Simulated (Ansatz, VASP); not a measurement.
## SiC in VASP and in Ansatz

```
Si C
1.0
     5.09220    0.00000    0.00000
     0.00000    5.09220    0.00000
     0.00000    0.00000    3.00755
Si C
4 4
Direct
  0.68236 0.68236 0.00000
  0.81764 0.18236 0.50000
  0.31764 0.31764 0.00000
  0.18236 0.81764 0.50000
  0.81764 0.81764 0.50000
  0.68236 0.31764 0.00000
  0.18236 0.18236 0.50000
  0.31764 0.68236 0.00000
```

Alike in both runs: task relaxation of cell and atoms; functional PBE; k mesh 4 × 4 × 6; occupations gaussian, width 0.1 eV; no spin polarisation.

|  | VASP | Ansatz |
| --- | --- | --- |
| version | VASP 6.6.1 | Ansatz 0.2.0 |
| potentials or method | VASP PAW PBE potentials, release 64 (Si, C), cutoff 600 eV | scalar-relativistic, plane waves, PAW |
| valence electrons in the cell | 32 | 32 |

```csv
,VASP,Ansatz,Ansatz less VASP
"gap on the k mesh at the Fermi level, each at its own relaxed structure (eV)",2.17,2.17,+0.002
relaxed volume (Å³/atom),10.95,10.95,+0.002
relaxed length of the cell vector where the two differ most in proportion (Å),3.091,3.093,+0.0018
```
